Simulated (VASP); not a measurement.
Here is a VASP 6.6.1 calculation.

File INCAR:

```
ALGO     = Normal         # electronic algorithm
EDIFF    = 1E-6           # SCF threshold, eV
ENCUT    = 520            # plane-wave cutoff, eV
GGA      = PE             # functional
ISIF     = 2              # what is computed and relaxed
ISMEAR   = -1             # smearing method
LASPH    = T              # aspherical terms in the spheres
LCHARG   = F              # write CHGCAR
LREAL    = F              # projectors in reciprocal space
LWAVE    = F              # write WAVECAR
NBANDS   = 11             # bands
NELM     = 60             # most SCF steps
PREC     = Accurate       # precision mode
SIGMA    = 0.02           # smearing width, eV
```

KPOINTS

```
k-points
0
Gamma
  8 8 8
```

The input POSCAR:

```
MgS
1.0
   -0.0865438300      2.5149741070      2.5149741070
    2.5149741070     -0.0865438300      2.5149741070
    2.5149741070      2.5149741070     -0.0865438300
Mg S
1 1
Direct
    0.0000000000      0.0000000000      0.0000000000
    0.5000000000      0.5000000000      0.5000000000
```

Potentials or basis: VASP PAW PBE potentials, release 64 (Mg, S).

Launch:

```console
$ cat potpaw_PBE.64/Mg/POTCAR potpaw_PBE.64/S/POTCAR > POTCAR
$ mpirun -np 1 vasp_std > vasp.out
```

**Question.** Estimate the band gap on the k mesh.

**Answer.** 2.52 eV, indirect (least direct gap 3.76 eV).

**Question.** Predict the pressure.

**Answer.** 5.3 GPa.

Stress tensor (GPa, compression positive):
```
5.32 1.85 1.85
1.85 5.32 1.85
1.85 1.85 5.32
```

Caveat: the cell differs from its parent crystal (strain along [111] -5.0%). A k mesh can miss the band edges.
